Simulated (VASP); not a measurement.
# H2C18O in VASP: single point with PBEsol

Aim: the single point of H2C18O with PBEsol.

Everything below comes from runs of VASP 6.6.1. Logs are shortened: lines on timing, memory, paths and dates and some standing lists are left out, and cuts for length are marked.

### 1 The cell of the first run

The cell holds a slab with vacuum, 21 atoms: a = 7.398 Å, b = 7.398 Å, c = 12.000 Å, α = 90.00°, β = 90.00°, γ = 120.00°.

### 2 Single point, PBEsol

INCAR reads:

```
SYSTEM = H2C18O
ALGO = Normal
EDIFF = 1E-6
ENCUT = 1000
GGA = PS
GGA_COMPAT = .False.
ISIF = 2
ISMEAR = 0
LASPH = .True.
LCHARG = .False.
LREAL = Auto
LWAVE = .False.
NBANDS = 56
NELM = 120
NELMDL = -8
PREC = Accurate
SIGMA = 0.05
```

KPOINTS reads:

```
k-points
0
Gamma
  2 2 1
  0 0 0
```

POSCAR reads:

```
H2C18O
1.0
    7.3980000000      0.0000000000      0.0000000000
   -3.6990000000      6.4068560000      0.0000000000
    0.0000000000      0.0000000000     12.0000000000
C O H
18 1 2
Direct
   -0.0028870842     -0.0052962014      0.0629450833
    0.2175613135      0.1050101641      0.0630162500
   -0.0049872006      0.3276833442      0.0628488333
    0.2197961703      0.4400754442      0.0629471667
   -0.0032874640      0.6631939285      0.0629421667
    0.2179781406      0.7737408176      0.0629740833
    0.3281001258     -0.0057756878      0.0630736667
    0.5530991373      0.1067714024      0.0631922500
    0.3300268999      0.3298642891      0.0630134167
    0.5513441840      0.4405440047      0.0630095833
    0.3304280200      0.6613377919      0.0629363333
    0.5509001681      0.7715083654      0.0629415000
    0.6634753658     -0.0036023909      0.0629951667
    0.8848559650      0.1071971963      0.0628775833
    0.6638897018      0.3282792683      0.0630425000
    0.8843827084      0.4384091042      0.0628892500
    0.6616796829      0.6610125153      0.0629576667
    0.8864998116      0.7734367684      0.0629644167
    0.6875528876      0.1155821202      0.3399817500
    0.6404388495      0.1056468258      0.2632753333
    0.6012249833      0.1566481282      0.3815086667
```

Potentials or basis: VASP PAW PBE potentials, release 64 (C_h, O_h, H_h).

Launch:

```console
> cat potpaw_PBE.64/C_h/POTCAR potpaw_PBE.64/O_h/POTCAR potpaw_PBE.64/H_h/POTCAR > POTCAR
> mpirun -np 1 vasp_std > vasp.out
```

OUTCAR:

```text
SYSTEM = H2C18O
   EDIFF = 1E-6
   ENCUT = 1000
   GGA = PS
   ISIF = 2
   ISMEAR = 0
   LASPH = .True.
   LREAL = Auto
   NELM = 120
   NELMDL = -8
   PREC = Accurate

 ion  position               nearest neighbor table
   1  0.997  0.995  0.063-   2 1.41  18 1.42  14 1.44
   2  0.218  0.105  0.063-   1 1.41   7 1.42   9 1.44
   3  0.995  0.328  0.063-  14 1.41  16 1.42   4 1.44
   4  0.220  0.440  0.063-   9 1.41  11 1.42   3 1.44
   5  0.997  0.663  0.063-  18 1.41   6 1.42  16 1.44
   6  0.218  0.774  0.063-   7 1.41   5 1.42  11 1.44
[... 10 lines left out ...]
  17  0.662  0.661  0.063-  10 1.41  12 1.42  18 1.44
  18  0.886  0.773  0.063-   5 1.41   1 1.42  17 1.44
  19  0.688  0.116  0.340-  21 0.97  20 0.97
  20  0.640  0.106  0.263-  19 0.97
  21  0.601  0.157  0.382-  19 0.97

  LATTYP: Found a hexagonal cell.
 ALAT       =     7.3980000000
 C/A-ratio  =     1.6220600162

  Lattice vectors:

 A1 = (   7.3980000000,   0.0000000000,   0.0000000000)
 A2 = (  -3.6990000000,   6.4068560000,   0.0000000000)
 A3 = (   0.0000000000,   0.0000000000,  12.0000000000)

Analysis of symmetry for initial positions (statically):
=====================================================================
 Subroutine PRICEL returns:
 Original cell was already a primitive cell.

 Routine SETGRP: Setting up the symmetry group for a
 hexagonal supercell.

 Subroutine GETGRP returns: Found  1 space group operations
 (whereof  1 operations were pure point group operations)
 out of a pool of 24 trial point group operations.

The static configuration has the point symmetry C_1 .

Analysis of symmetry for dynamics (positions and initial velocities):
=====================================================================
 Subroutine PRICEL returns:
 Original cell was already a primitive cell.

 Routine SETGRP: Setting up the symmetry group for a
 hexagonal supercell.

 Subroutine GETGRP returns: Found  1 space group operations
 (whereof  1 operations were pure point group operations)
 out of a pool of 24 trial point group operations.

The dynamic configuration has the point symmetry C_1 .

 Subroutine INISYM returns: Found  1 space group operations
 (whereof  1 operations are pure point group operations),
 and found     1 'primitive' translations

----------------------------------------------------------------------------------------

                                     Primitive cell

  volume of cell :     568.7750

  direct lattice vectors                    reciprocal lattice vectors
     7.398000000  0.000000000  0.000000000     0.135171668  0.078041398  0.000000000
    -3.699000000  6.406856000  0.000000000     0.000000000  0.156082796  0.000000000
     0.000000000  0.000000000 12.000000000     0.000000000  0.000000000  0.083333333

  length of vectors
     7.398000000  7.398000054 12.000000000     0.156082797  0.156082796  0.083333333

  position of ions in fractional coordinates (direct lattice)
     0.997112916  0.994703799  0.062945083
     0.217561313  0.105010164  0.063016250
     0.995012799  0.327683344  0.062848833
     0.219796170  0.440075444  0.062947167
     0.996712536  0.663193929  0.062942167
     0.217978141  0.773740818  0.062974083
[... 13 lines left out ...]
     0.640438850  0.105646826  0.263275333
     0.601224983  0.156648128  0.381508667

  ion indices of the primitive-cell ions
   primitive index   ion index
                 1           1
                 2           2
                 3           3
                 4           4
                 5           5
                 6           6
[... 13 lines left out ...]
                20          20
                21          21

----------------------------------------------------------------------------------------

 KPOINTS: k-points

Automatic generation of k-mesh.
 Grid dimensions read from file:
 generate k-points for:    2    2    1

 Generating k-lattice:

  Cartesian coordinates                     Fractional coordinates (reciprocal lattice)
     0.067585834  0.039020699  0.000000000     0.500000000  0.000000000  0.000000000
     0.000000000  0.078041398  0.000000000     0.000000000  0.500000000  0.000000000
     0.000000000  0.000000000  0.083333333     0.000000000  0.000000000  1.000000000

  Length of vectors
     0.078041399  0.078041398  0.083333333

  Shift w.r.t. Gamma in fractional coordinates (k-lattice)
     0.000000000  0.000000000  0.000000000

 Subroutine IBZKPT returns following result:
 ===========================================

 Found      4 irreducible k-points:

 Following reciprocal coordinates:
            Coordinates               Weight
  0.000000  0.000000  0.000000      1.000000
  0.500000  0.000000  0.000000      1.000000
  0.000000  0.500000  0.000000      1.000000
  0.500000  0.500000  0.000000      1.000000
   k-points           NKPTS =      4   k-points in BZ     NKDIM =      4   number of bands    NBANDS=     56
   number of dos      NEDOS =    301   number of ions     NIONS =     21
   total plane-waves  NPLWV = 806400
   dimension x,y,z NGX =    80 NGY =   80 NGZ =  126
   dimension x,y,z NGXF=   160 NGYF=  160 NGZF=  252
   ions per type =              18   1   2
   NGX,Y,Z   is equivalent  to a cutoff of  17.98, 17.98, 17.46 a.u.
   NGXF,Y,Z  is equivalent  to a cutoff of  35.95, 35.95, 34.91 a.u.
 SYSTEM =  H2C18O
   PREC   = accura    normal or accurate (medium, high low for compatibility)
   ISTART =      0    job   : 0-new  1-cont  2-samecut
   ICHARG =      2    charge: 1-file 2-atom 10-const
   ISPIN  =      1    spin polarized calculation?
   LNONCOLLINEAR =      F non collinear calculations
   LSORBIT =      F    spin-orbit coupling
   LASPH  =      T    aspherical Exc in radial PAW
   ENCUT  = 1000.0 eV  73.50 Ry    8.57 a.u.  19.08 19.08 30.94*2*pi/ulx,y,z
   NELM   =    120;   NELMIN=  2; NELMDL= -8     # of ELM steps
   EDIFF  = 0.1E-05   stopping-criterion for ELM
   LREAL  =      T    real-space projection
   EDIFFG = 0.1E-04   stopping-criterion for IOM
   NSW    =      0    number of steps for IOM
   IBRION =     -1    ionic relax: 0-MD 1-quasi-New 2-CG
   NFREE  =      0    steps in history (QN), initial steepest desc. (CG)
   ISIF   =      2    stress and relaxation
   ISYM   =      2    0-nonsym 1-usesym 2-fastsym
   POTIM  = 0.5000    time-step for ionic-motion
   TEBEG  =    0.0;   TEEND  =   0.0 temperature during run
   PSTRESS=    0.0 pullay stress
   NELECT =      80.0000    total number of electrons
   NUPDOWN=      -1.0000    fix difference up-down
   EMIN   =  10.00;   EMAX   =-10.00  energy-range for DOS
   EFERMI =   0.00;   METHOD = LEGACY
   ISMEAR =     0;   SIGMA  =   0.05  broadening in eV -4-tet -1-fermi 0-gaus
   EFERMI_NEDOS =   21; number of points for ismear=-14 and -15
   IALGO  =     38    algorithm
   IMIX   =      4    mixing-type and parameters
     AMIX     =   0.40;   BMIX     =  1.00
     AMIX_MAG =   1.60;   BMIX_MAG =  1.00
  volume/ion in A,a.u.               =      27.08       182.78
  Fermi-wavevector in a.u.,A,eV,Ry     =   0.851382  1.608879  9.862209  0.724852
  Thomas-Fermi vector in A             =   1.967507
   LORBIT       =      0    0 simple, 1 ext, 2 COOP (PROOUT), +10 PAW based schemes
   GGA     = PS    functional components
   LHFCALC =     F    Hartree Fock is set to
   AEXX    =    0.0000 exact exchange contribution
   IVDW    =     0    specifies the selected vdW correction
   LEPSILON=     F    determine dielectric tensor
   LRPA    =     F    only Hartree local field effects (RPA)
 non-spin polarized calculation
 Gauss-broadening in eV      SIGMA  =   0.05
  energy-cutoff  :     1000.00
  volume of cell :      568.78
 maximum number of plane-waves:     40810
 NGX is ok and might be reduce to    80
   NGX = 39   NGY = 39   NGZ = 61

 number of electron      80.0000001 magnetization

 Free energy of the ion-electron system (eV)
  ---------------------------------------------------
  ext. energy  EPLUGINS =         0.00000000
  ---------------------------------------------------
  free energy    TOTEN  =      -187.67639939 eV

  energy without entropy =     -187.67608611  energy(sigma->0) =     -187.67624275

 E-fermi :  -1.6120     XC(G=0):  -4.0972

 val. band max:       -1.7120720755   @ k =   0.0000   0.0000   0.0000
 cond. band min:      -1.5104204200   @ k =   0.0000   0.0000   0.0000
 fundamental gap:      0.2016516554
 Fermi energy:        -1.6119761241

 k-point     1 :       0.0000    0.0000    0.0000
  band No.  band energies     occupation
      1     -22.0439      2.00000
      2     -21.0977      2.00000
      3     -18.6072      2.00000
      4     -18.5847      2.00000
      5     -18.4912      2.00000
      6     -18.4766      2.00000
[... 44 lines left out ...]
     51       3.5208      0.00000
     52       4.6187      0.00000

 k-point     2 :       0.5000    0.0000    0.0000
  band No.  band energies     occupation
      1     -22.0436      2.00000
      2     -20.4537      2.00000
      3     -20.4342      2.00000
      4     -19.1957      2.00000
      5     -19.1048      2.00000
      6     -16.7030      2.00000
[... 44 lines left out ...]
     51       4.3088      0.00000
     52       4.4974      0.00000

 k-point     3 :       0.0000    0.5000    0.0000
  band No.  band energies     occupation
      1     -22.0436      2.00000
      2     -20.4534      2.00000
      3     -20.4345      2.00000
      4     -19.1948      2.00000
      5     -19.1057      2.00000
      6     -16.7016      2.00000
[... 44 lines left out ...]
     51       4.3223      0.00000
     52       4.5082      0.00000

 k-point     4 :       0.5000    0.5000    0.0000
  band No.  band energies     occupation
      1     -22.0436      2.00000
      2     -20.4526      2.00000
      3     -20.4353      2.00000
      4     -19.1926      2.00000
      5     -19.1080      2.00000
      6     -16.6973      2.00000
[... 44 lines left out ...]
     51       4.3134      0.00000
     52       4.4960      0.00000
 [bands above 52 left out]

------------------------ aborting loop because EDIFF is reached ----------------------------------------

  FORCE on cell =-STRESS in cart. coord.  units (eV):
  Direction    XX          YY          ZZ          XY          YZ          ZX
  --------------------------------------------------------------------------------------
  -------------------------------------------------------------------------------------
  Total       -2.6831166     -2.6574681     -0.0668600     -0.0034613      0.0123458     -0.0087306
  in kB       -7.5580471     -7.4857981     -0.1883373     -0.0097500      0.0347767     -0.0245931
  external PRESSURE =      -5.0773942 kB  Pullay stress =       0.0000000 kB

 VOLUME and BASIS-vectors are now :
 -----------------------------------------------------------------------------
  energy-cutoff  :     1000.00
  volume of cell :      568.78
      direct lattice vectors                 reciprocal lattice vectors
     7.398000000  0.000000000  0.000000000     0.135171668  0.078041398  0.000000000
    -3.699000000  6.406856000  0.000000000     0.000000000  0.156082796  0.000000000
     0.000000000  0.000000000 12.000000000     0.000000000  0.000000000  0.083333333

 POSITION                                       TOTAL-FORCE (eV/Angst)
 -----------------------------------------------------------------------------------
      3.69723      6.37292      0.75534         0.005436     -0.000124      0.000402
      1.22109      0.67278      0.75619        -0.002194     -0.006232     -0.000202
      6.14900      2.09942      0.75419        -0.004218     -0.004881      0.000140
     -0.00179      2.81950      0.75537         0.005882      0.001965     -0.000578
      4.92052      4.24899      0.75531        -0.004818      0.004111     -0.000647
     -1.24947      4.95725      0.75569        -0.000873      0.006060      0.000596
[... 13 lines left out ...]
      4.34718      0.67686      3.15930         0.007223     -0.007145     -0.031167
      3.86842      1.00362      4.57810        -0.013679      0.009247      0.027824
 -----------------------------------------------------------------------------------
    total drift:                                0.001899      0.001806      0.000799

  FREE ENERGIE OF THE ION-ELECTRON SYSTEM (eV)
  ---------------------------------------------------
  free  energy   TOTEN  =      -187.6763993926 eV

  energy  without entropy=     -187.6760861104  energy(sigma->0) =     -187.67624275
```

Wall time 17 min (1 thread of Intel Xeon Platinum 8375C at 2.90GHz (Ice Lake), shared host); peak memory 1.5 GiB.

Results:

```yaml
Free_energy: -187.6764 eV
Largest_force: 0.033 eV/Å
Band_gap_on_the_k_mesh: 0.20 eV
```

Forces on the atoms (eV/Å):
```
C    0.005  0.000  0.000
C   -0.002 -0.006  0.000
C   -0.004 -0.005  0.000
C    0.006  0.002 -0.001
C   -0.005  0.004 -0.001
C   -0.001  0.006  0.001
C   -0.002 -0.004  0.001
C    0.008 -0.001  0.000
C   -0.002  0.005 -0.001
C   -0.002  0.004  0.000
C    0.006  0.002  0.000
C   -0.004 -0.002  0.001
C   -0.003  0.005 -0.001
C   -0.007  0.003  0.002
C    0.006 -0.001  0.001
C   -0.004 -0.006  0.000
C   -0.003 -0.005  0.000
C    0.005 -0.001 -0.001
O    0.008 -0.002  0.001
H    0.007 -0.007 -0.031
H   -0.014  0.009  0.028
```

Caveat: the k points lie up to 0.49 Å⁻¹ apart; there is no dipole correction, which matters where the two faces differ; the PAW data sets were made with another functional, which shifts forces and pressure a little.
